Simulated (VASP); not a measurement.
# TeP2 (Cmmm) in VASP: notebook

The runs below take TeP2 through single point, relaxation of cell and atoms, with PBE.

All numbers are computed with VASP 6.6.1; they aren't measurements. Logs are shortened: lines on timing, memory, paths and dates and some standing lists are left out, and cuts for length are marked.

## Step 1: The cell of the first run

The structure is orthorhombic, space group Cmmm (No. 65). The conventional cell has a = 3.274 Å, b = 16.288 Å, c = 2.781 Å, α = 90.00°, β = 90.00°, γ = 90.00°. Within 3.7 Å of Te (site symmetry mmm) lie 4 Te at 2.78 to 3.27 Å. Within 2.9 Å of P (site symmetry m2m) lie 4 P at 2.21 to 2.78 Å.

## Step 2: Single point, PBE

INCAR reads:

```
PREC     = Accurate       # precision mode
ENCUT    = 520            # plane-wave cutoff, eV
EDIFF    = 1E-6           # SCF threshold, eV
ISMEAR   = 0              # smearing method
SIGMA    = 0.1            # smearing width, eV
LREAL    = False          # projectors in reciprocal space
LASPH    = True           # aspherical terms in the spheres
NELM     = 60             # most SCF steps
ALGO     = Normal         # electronic algorithm
ISIF     = 2              # what is computed and relaxed
LWAVE    = False          # write WAVECAR
LCHARG   = False          # write CHGCAR
GGA      = PE             # functional
NBANDS   = 15             # bands
```

KPOINTS reads:

```
regular mesh
0
Gamma
  6 6 6
```

POSCAR reads:

```
TeP2
1.0
    1.6368375727     -8.1439731270      0.0000000000
    1.6368375727      8.1439731270      0.0000000000
    0.0000000000      0.0000000000      2.7811283553
Te P
1 2
Direct
    0.5000000000      0.5000000000      0.0000000000
    0.7957441898      0.2042558102      0.0000000000
    0.2042558102      0.7957441898      0.0000000000
```

Potentials or basis: VASP PAW PBE potentials, release 64 (Te, P).

On the command line:

```
cat potpaw_PBE.64/Te/POTCAR potpaw_PBE.64/P/POTCAR > POTCAR
mpirun -np 1 vasp_std > vasp.out
```

OUTCAR:

```text
PREC = Accurate
   ENCUT = 520
   EDIFF = 1E-6
   ISMEAR = 0
   LREAL = False
   LASPH = True
   NELM = 60
   ISIF = 2
   GGA = PE

 ion  position               nearest neighbor table
   1  0.500  0.500  0.000-
   2  0.796  0.204  0.000-   3 2.21   3 2.21
   3  0.204  0.796  0.000-   2 2.21   2 2.21

  LATTYP: Found a base centered orthorhombic cell.
 ALAT       =     3.2736751454
 B/A-ratio  =     4.9754314434
 C/A-ratio  =     0.8495431684

  Lattice vectors:

 A1 = (   1.6368375727,  -8.1439731270,   0.0000000000)
 A2 = (   1.6368375727,   8.1439731270,   0.0000000000)
 A3 = (   0.0000000000,   0.0000000000,   2.7811283553)

Analysis of symmetry for initial positions (statically):
=====================================================================
 Subroutine PRICEL returns:
 Original cell was already a primitive cell.

 Routine SETGRP: Setting up the symmetry group for a
 base centered orthorhombic supercell.

 Subroutine GETGRP returns: Found  8 space group operations
 (whereof  8 operations were pure point group operations)
 out of a pool of  8 trial point group operations.

The static configuration has the point symmetry D_2h.

Analysis of symmetry for dynamics (positions and initial velocities):
=====================================================================
 Subroutine PRICEL returns:
 Original cell was already a primitive cell.

 Routine SETGRP: Setting up the symmetry group for a
 base centered orthorhombic supercell.

 Subroutine GETGRP returns: Found  8 space group operations
 (whereof  8 operations were pure point group operations)
 out of a pool of  8 trial point group operations.

The dynamic configuration has the point symmetry D_2h.

 Subroutine INISYM returns: Found  8 space group operations
 (whereof  8 operations are pure point group operations),
 and found     1 'primitive' translations

----------------------------------------------------------------------------------------

                                     Primitive cell

  volume of cell :      74.1469

  direct lattice vectors                    reciprocal lattice vectors
     1.636837573 -8.143973127  0.000000000     0.305467084 -0.061395095  0.000000000
     1.636837573  8.143973127  0.000000000     0.305467084  0.061395095  0.000000000
     0.000000000  0.000000000  2.781128355     0.000000000  0.000000000  0.359566288

  length of vectors
     8.306836674  8.306836674  2.781128355     0.311575829  0.311575829  0.359566288

  position of ions in fractional coordinates (direct lattice)
     0.500000000  0.500000000  0.000000000
     0.795744190  0.204255810  0.000000000
     0.204255810  0.795744190  0.000000000

  ion indices of the primitive-cell ions
   primitive index   ion index
                 1           1
                 2           2
                 3           3

----------------------------------------------------------------------------------------

 KPOINTS: regular mesh

Automatic generation of k-mesh.
 Grid dimensions read from file:
 generate k-points for:    6    6    6

 Generating k-lattice:

  Cartesian coordinates                     Fractional coordinates (reciprocal lattice)
     0.050911181 -0.010232516  0.000000000     0.166666667  0.000000000  0.000000000
     0.050911181  0.010232516  0.000000000     0.000000000  0.166666667  0.000000000
     0.000000000  0.000000000  0.059927715     0.000000000  0.000000000  0.166666667

  Length of vectors
     0.051929305  0.051929305  0.059927715

  Shift w.r.t. Gamma in fractional coordinates (k-lattice)
     0.000000000  0.000000000  0.000000000

 Subroutine IBZKPT returns following result:
 ===========================================

 Found     52 irreducible k-points:

 Following reciprocal coordinates:
            Coordinates               Weight
  0.000000  0.000000  0.000000      1.000000
  0.166667  0.000000  0.000000      4.000000
  0.333333 -0.000000  0.000000      4.000000
  0.500000  0.000000  0.000000      2.000000
  0.166667  0.166667  0.000000      2.000000
  0.333333  0.166667  0.000000      4.000000
[... 16 lines left out ...]
  0.333333  0.333333  0.166667      4.000000
  0.500000  0.333333  0.166667      8.000000
 [... further k-points ...]
   k-points           NKPTS =     52   k-points in BZ     NKDIM =     52   number of bands    NBANDS=     15
   number of dos      NEDOS =    301   number of ions     NIONS =      3
   total plane-waves  NPLWV =  98304
   dimension x,y,z NGX =    64 NGY =   64 NGZ =   24
   dimension x,y,z NGXF=   128 NGYF=  128 NGZF=   48
   ions per type =               1   2
   NGX,Y,Z   is equivalent  to a cutoff of  12.81, 12.81, 14.35 a.u.
   NGXF,Y,Z  is equivalent  to a cutoff of  25.62, 25.62, 28.69 a.u.
 SYSTEM =  unknown system
   PREC   = accura    normal or accurate (medium, high low for compatibility)
   ISTART =      0    job   : 0-new  1-cont  2-samecut
   ICHARG =      2    charge: 1-file 2-atom 10-const
[... 32 lines left out ...]
   LHFCALC =     F    Hartree Fock is set to
   AEXX    =    0.0000 exact exchange contribution
   IVDW    =     0    specifies the selected vdW correction
   LEPSILON=     F    determine dielectric tensor
   LRPA    =     F    only Hartree local field effects (RPA)
 non-spin polarized calculation
 Gauss-broadening in eV      SIGMA  =   0.10
  energy-cutoff  :      520.00
  volume of cell :       74.15
 maximum number of plane-waves:      2022
 NGX is ok and might be reduce to    64

 number of electron      16.0000001 magnetization

 Free energy of the ion-electron system (eV)
  ---------------------------------------------------
  ext. energy  EPLUGINS =         0.00000000
  ---------------------------------------------------
  free energy    TOTEN  =       -13.23285392 eV

  energy without entropy =      -13.22462386  energy(sigma->0) =      -13.22873889

 E-fermi :   5.5935     XC(G=0):  -9.3717

 val. band max:        5.5927207397   @ k =   0.0000   0.0000   0.3333
 cond. band min:       5.6133226213   @ k =  -0.3333   0.1667   0.3333
 fundamental gap:      0.0206018815
 Fermi energy:         5.5934716131

 k-point     1 :       0.0000    0.0000    0.0000
  band No.  band energies     occupation
      1      -8.9537      2.00000
      2      -7.8731      2.00000
      3      -3.0005      2.00000
      4       2.2579      2.00000
      5       2.6651      2.00000
      6       3.0216      2.00000
      7       6.3139      0.00000
      8       6.8540      0.00000
      9       7.6993      0.00000
     10       9.4360      0.00000
     11      11.0704      0.00000
     12      11.5700      0.00000
     13      11.7725      0.00000
     14      12.0995      0.00000
     15      12.8387      0.00000

 k-point     2 :       0.1667    0.0000    0.0000
  band No.  band energies     occupation
      1      -8.6059      2.00000
      2      -7.5969      2.00000
      3      -2.9877      2.00000
      4       0.6975      2.00000
      5       2.5015      2.00000
      6       3.1838      2.00000
      7       4.2892      2.00000
      8       7.8378      0.00000
      9       7.9789      0.00000
     10       9.1771      0.00000
     11      11.3174      0.00000
     12      11.5343      0.00000
     13      11.9313      0.00000
     14      12.6017      0.00000
     15      13.9278      0.00000

 k-point     3 :       0.3333   -0.0000    0.0000
  band No.  band energies     occupation
      1      -7.5805      2.00000
      2      -6.9074      2.00000
      3      -3.9706      2.00000
      4      -0.1246      2.00000
      5       1.0664      2.00000
      6       2.6837      2.00000
      7       3.2508      2.00000
      8       7.0219      0.00000
      9       8.7838      0.00000
     10       8.8829      0.00000
     11      11.1971      0.00000
     12      11.9085      0.00000
     13      12.5567      0.00000
     14      13.3325      0.00000
     15      13.7889      0.00000
[... 343 lines left out ...]
 k-point    23 :       0.3333    0.3333    0.1667
  band No.  band energies     occupation
      1      -7.1446      2.00000
      2      -6.4130      2.00000
      3      -3.5431      2.00000
      4       0.4204      2.00000
      5       1.8391      2.00000
      6       2.4397      2.00000
      7       3.4457      2.00000
      8       5.8346      0.00065
      9       7.8260      0.00000
     10       8.3829      0.00000
     11       8.4556      0.00000
     12      10.1534      0.00000
     13      12.0120      0.00000
     14      12.3806      0.00000
     15      14.8069      0.00000

 k-point    24 :       0.5000    0.3333    0.1667
  band No.  band energies     occupation
      1      -8.1700      2.00000
      2      -7.1149      2.00000
      3      -2.4072      2.00000
      4       1.2277      2.00000
      5       1.8257      2.00000
      6       4.3284      2.00000
      7       4.5966      2.00000
      8       5.2963      1.99997
      9       7.1922      0.00000
     10       8.6350      0.00000
     11       8.7959      0.00000
     12      10.1100      0.00000
     13      11.9372      0.00000
     14      13.2326      0.00000
     15      14.5329      0.00000

 [... further k-points ...]
[... 5 lines left out ...]
  --------------------------------------------------------------------------------------
  -------------------------------------------------------------------------------------
  Total       -0.0064099      0.0483697     -0.1151486      0.0000000      0.0000000      0.0000000
  in kB       -0.1385051      1.0451789     -2.4881485      0.0000000      0.0000000      0.0000000
  external PRESSURE =      -0.5271583 kB  Pullay stress =       0.0000000 kB

 VOLUME and BASIS-vectors are now :
 -----------------------------------------------------------------------------
  energy-cutoff  :      520.00
  volume of cell :       74.15
      direct lattice vectors                 reciprocal lattice vectors
     1.636837573 -8.143973127  0.000000000     0.305467084 -0.061395095  0.000000000
     1.636837573  8.143973127  0.000000000     0.305467084  0.061395095  0.000000000
     0.000000000  0.000000000  2.781128355     0.000000000  0.000000000  0.359566288

 POSITION                                       TOTAL-FORCE (eV/Angst)
 -----------------------------------------------------------------------------------
      1.63684      0.00000      0.00000         0.000000      0.000000      0.000000
      1.63684     -4.81707      0.00000         0.000000      0.059938      0.000000
      1.63684      4.81707      0.00000         0.000000     -0.059938      0.000000
 -----------------------------------------------------------------------------------
    total drift:                                0.000000      0.000000      0.000000

  FREE ENERGIE OF THE ION-ELECTRON SYSTEM (eV)
  ---------------------------------------------------
  free  energy   TOTEN  =       -13.2328539196 eV

  energy  without entropy=      -13.2246238551  energy(sigma->0) =      -13.22873889
```

Wall time 39 s (1 thread of Intel Xeon 6975P-C (Granite Rapids), shared host); peak memory 0.32 GiB.

Results:

```
Free energy            : -13.2329 eV
Pressure               : -0.1 GPa
Largest force          : 0.060 eV/Å
Band gap on the k mesh : zero (band 8 reaches 7.98 eV, above the bottom of band 9 at 3.67 eV)
```

Forces in eV/Å, atoms in the order of the input:
```
Te   0.000  0.000  0.000
P    0.000  0.060  0.000
P    0.000 -0.060  0.000
```

Stress tensor (GPa, compression positive):
```
-0.01  0.00  0.00
 0.00  0.10  0.00
 0.00  0.00 -0.25
```

Levels at points of the mesh, in eV from the Fermi level:
```
           k point  band 5  band 6  band 7  band 8  band 9  band 10
(0.00, 0.00, 0.00)   -2.93   -2.57    0.72    1.26    2.11     3.84
(0.50, 0.00, 0.00)   -4.54   -4.33   -2.25    1.66    2.88     4.38
(0.50, 0.50, 0.00)   -2.93   -0.86    0.76    0.95    2.11     3.73
(0.00, 0.00, 0.50)   -5.81   -1.89   -1.49   -0.40   -0.30     3.54
(0.50, 0.00, 0.50)   -3.89   -3.89   -3.04   -2.34   -1.92     0.60
(0.50, 0.50, 0.50)   -5.57   -1.87   -1.77   -1.49    1.40     3.55
```

Caveat: the k points lie up to 0.38 Å⁻¹ apart; spin-orbit coupling is left out, which moves the levels of the heavy elements.

## Step 3: Single point, PBE

This run uses another cell than the first one: it holds 6 atoms, not 3.

INCAR reads:

```
PREC = Accurate
ENCUT = 520
EDIFF = 1E-6
ISMEAR = 0
SIGMA = 0.1
LREAL = F
LASPH = T
NELM = 100
ALGO = Normal
ISIF = 2
LWAVE = F
LCHARG = F
GGA = PE
NBANDS = 25
```

KPOINTS reads:

```
regular mesh
0
Gamma
  4 4 4
```

POSCAR reads:

```
TeP2
1.0
    3.5980387211      0.0000000000      0.0000000000
    0.0000000000     11.8647691877      0.0000000000
    0.0000000000      0.0000000000      2.9537270921
Te P
2 4
Direct
    0.0000000000      0.5000000000      0.0000000000
    0.5000000000      0.0000000000      0.0000000000
    0.5000057902      0.6863722942      0.0000000000
    0.4999942098      0.3136277058      0.0000000000
   -0.0000057902      0.1863722942      0.0000000000
    1.0000057902      0.8136277058      0.0000000000
```

Potentials or basis: VASP PAW PBE potentials, release 64 (Te, P).

On the command line:

```
cat potpaw_PBE.64/Te/POTCAR potpaw_PBE.64/P/POTCAR > POTCAR
mpirun -np 1 vasp_std > vasp.out
```

It took 33 s on 1 thread of Intel Xeon 6975P-C (Granite Rapids), shared host; peak memory 0.26 GiB.

The run converged. Its results:

| Property | Result |
| --- | --- |
| Free energy | -25.7942 eV |
| Pressure | -0.1 GPa |
| Largest force | 0.029 eV/Å |
| Band gap on the k mesh | zero (band 16 reaches 10.45 eV, above the bottom of band 17 at 5.46 eV) |

Forces on the atoms (eV/Å):
```
Te   0.000  0.000  0.000
Te   0.000  0.000  0.000
P    0.000  0.029  0.000
P    0.000 -0.029  0.000
P    0.000  0.029  0.000
P    0.000 -0.029  0.000
```

Stress tensor (GPa, compression positive):
```
-0.25  0.00  0.00
 0.00  0.00  0.00
 0.00  0.00  0.05
```

Levels at points of the mesh, in eV from the Fermi level:
```
           k point  band 12  band 13  band 14  band 15  band 16  band 17  band 18  band 19  band 20  band 21
(0.00, 0.00, 0.00)    -1.50    -0.26     0.44     0.96     1.26     1.45     1.58     2.91     3.40     3.50
(0.50, 0.00, 0.00)    -2.07    -1.51    -1.51     2.92     2.92     2.99     2.99     4.30     4.30     4.53
(0.00, 0.50, 0.00)    -1.16    -0.41    -0.41     1.09     1.09     2.24     2.24     2.88     2.88     3.41
(0.50, 0.50, 0.00)    -4.04     0.29     0.29     2.42     2.42     2.94     2.94     2.96     2.96     4.53
(0.00, 0.00, 0.50)    -2.75    -2.47    -2.13    -0.83    -0.12    -0.03     0.24     1.54     2.22     2.88
(0.50, 0.00, 0.50)    -4.12    -3.72    -3.72    -3.67    -3.67    -0.47    -0.47     0.49     0.49     2.55
(0.00, 0.50, 0.50)    -2.63    -1.69    -1.69    -1.42    -1.42     0.56     0.56     1.45     1.45     4.10
(0.50, 0.50, 0.50)    -3.82    -3.58    -3.58    -2.93    -2.93    -2.07    -2.07     2.06     2.06     2.13
```

Caveat: the k points lie up to 0.53 Å⁻¹ apart; spin-orbit coupling is left out, which moves the levels of the heavy elements.

## Step 4: Relaxation of cell and atoms, PBE

This run uses another cell than the first one, of 21.02 Å³/atom, 0.850 times its volume.

INCAR reads:

```
  PREC = Accurate
  ENCUT = 600
  EDIFF = 1E-6
  ISMEAR = 0
  SIGMA = 0.1
  LREAL = False
  LASPH = True
  NELM = 100
  ALGO = Normal
  ISIF = 3
  LWAVE = False
  LCHARG = False
  GGA = PE
  IBRION = 2
  NSW = 90
  EDIFFG = -0.04
```

KPOINTS reads:

```
Automatic mesh
0
Gamma
  6 6 6
```

POSCAR reads:

```
TeP2
1.0
    1.7990193606     -5.9323845938      0.0000000000
    1.7990193606      5.9323845938      0.0000000000
    0.0000000000      0.0000000000      2.9537270921
Te P
1 2
Direct
    0.5000000000      0.5000000000      0.0000000000
    0.8136277058      0.1863722942      0.0000000000
    0.1863722942      0.8136277058      0.0000000000
```

On the command line:

```
cat potpaw_PBE.64/Te/POTCAR potpaw_PBE.64/P/POTCAR > POTCAR
mpirun -np 1 vasp_std > vasp.out
```

Run time: 4.9 min. Hardware: 1 thread of Intel Xeon 6975P-C (Granite Rapids), shared host; peak memory 0.26 GiB.

It converged, with:

| Quantity | Value |
| --- | --- |
| Free energy | -13.2312 eV |
| Relaxed volume | 24.70 Å³/atom |
| Relaxed cell | a = 8.308 Å, b = 8.308 Å, c = 2.778 Å, α = 90.00°, β = 90.00°, γ = 157.27° |
| Space group after relaxing (to 0.05 Å) | Cmmm (No. 65) |
| Energy gained by relaxing | 165.0 meV/atom |
| Ionic steps | 20 |
| Pressure after relaxing | 0.0 GPa |
| Largest force after relaxing | 0.036 eV/Å |
| Band gap on the k mesh | zero (band 8 reaches 8.00 eV, above the bottom of band 9 at 3.69 eV) |

Forces on the atoms (eV/Å):
```
Te   0.000  0.000  0.000
P    0.000  0.036  0.000
P    0.000 -0.036  0.000
```

Stress tensor (GPa, compression positive):
```
-0.03  0.00  0.00
 0.00  0.15  0.00
 0.00  0.00  0.00
```

The path:
| step | energy change (eV) | largest force (eV/Å) | pressure (GPa) | volume (Å³) |
| --- | --- | --- | --- | --- |
| 1 | 0.0000 | 0.0433 | 0.19 | 63.05 |
| 2 | -0.0585 | 0.3963 | -0.63 | 63.23 |
| 3 | -0.1035 | 0.6325 | -0.55 | 63.33 |
| 4 | -0.0324 | 0.5419 | 3.17 | 63.25 |
| 5 | -0.1106 | 0.6226 | -0.26 | 63.35 |
| 6 | -0.1635 | 0.4891 | 1.00 | 63.19 |
| 7 | -0.1722 | 0.3729 | 2.16 | 63.04 |
| 8 | -0.2045 | 0.2722 | 1.77 | 63.77 |
| 9 | -0.2769 | 0.0044 | 1.27 | 65.58 |
| 10 | -0.2765 | 0.7557 | 2.38 | 68.96 |
| 11 | -0.3865 | 0.6045 | -0.66 | 72.99 |
| 12 | -0.4181 | 0.1772 | -2.42 | 75.98 |
| 13 | -0.4465 | 0.3825 | -1.22 | 75.76 |
| 14 | -0.4600 | 0.2089 | -1.72 | 75.87 |
| 15 | -0.4881 | 0.3553 | 0.90 | 73.36 |
| 16 | -0.4884 | 0.3152 | 0.66 | 73.57 |
| 17 | -0.4877 | 0.2181 | 0.54 | 73.61 |
| 18 | -0.4940 | 0.0723 | 0.56 | 73.59 |
| 19 | -0.4950 | 0.0734 | -0.14 | 74.28 |
| 20 | -0.4951 | 0.0363 | 0.04 | 74.10 |

Final structure:
```cif
data_structure
_symmetry_space_group_name_H-M 'P 1'
_symmetry_Int_Tables_number 1
_cell_length_a 8.3081
_cell_length_b 8.3081
_cell_length_c 2.7784
_cell_angle_alpha 90.000
_cell_angle_beta 90.000
_cell_angle_gamma 157.269
_cell_volume 74.10
loop_
_atom_site_label
_atom_site_type_symbol
_atom_site_fract_x
_atom_site_fract_y
_atom_site_fract_z
_atom_site_occupancy
Te1 Te 0.50000 0.50000 0.00000 1
P1 P 0.79568 0.20432 0.00000 1
P2 P 0.20432 0.79568 0.00000 1
```

Levels at points of the mesh, in eV from the Fermi level:
```
           k point  band 4  band 5  band 6  band 7  band 8  band 9  band 10  band 11
(0.00, 0.00, 0.00)   -3.34   -2.95   -2.57    0.71    1.24    2.12     3.84     5.51
(0.50, 0.00, 0.00)   -5.79   -4.55   -4.33   -2.25    1.66    2.88     4.40     4.40
(0.50, 0.50, 0.00)   -4.62   -2.95   -0.87    0.75    0.93    2.12     3.72     5.03
(0.00, 0.00, 0.50)   -6.23   -5.80   -1.90   -1.50   -0.39   -0.29     3.54     3.66
(0.50, 0.00, 0.50)   -5.28   -3.91   -3.90   -3.03   -2.34   -1.92     0.61     2.90
(0.50, 0.50, 0.50)   -6.41   -5.57   -1.86   -1.77   -1.50    1.40     3.54     3.60
```

Caveat: the volume moved by over 15 % at a fixed basis, so the end points are rough; spin-orbit coupling is left out, which moves the levels of the heavy elements.

## Step 5: Overview

| task | cell | k mesh | cutoff (eV) | gap on the mesh (eV) | pressure (GPa) | largest force (eV/Å) |
| --- | --- | --- | --- | --- | --- | --- |
| single point | a = 8.307, b = 8.307, c = 2.781 Å, angles 90.0, 90.0, 157.3°, 3 atoms | 6 × 6 × 6 | 520 | none | -0.1 | 0.06 |
| single point | a = 3.598, b = 11.865, c = 2.954 Å, 6 atoms | 4 × 4 × 4 | 520 | none | -0.1 | 0.03 |
| relaxation of cell and atoms | relaxed from a = 6.199, b = 6.199, c = 2.954 Å, angles 90.0, 90.0, 146.3°, 3 atoms | 6 × 6 × 6 | 600 | none | 0.0 | 0.04 |

Alike in all rows: level PBE; potentials or basis VASP PAW PBE potentials, release 64 (Te, P); no spin polarisation; smearing gaussian 0.1 eV.

Caveats: some runs use coarse meshes; spin-orbit coupling is left out, which moves the levels of the heavy elements; the volume moved by over 15 % at a fixed basis, so the end points are rough (some runs).

Total energies depend on the potentials used, so only differences within one code and one set of settings carry meaning.
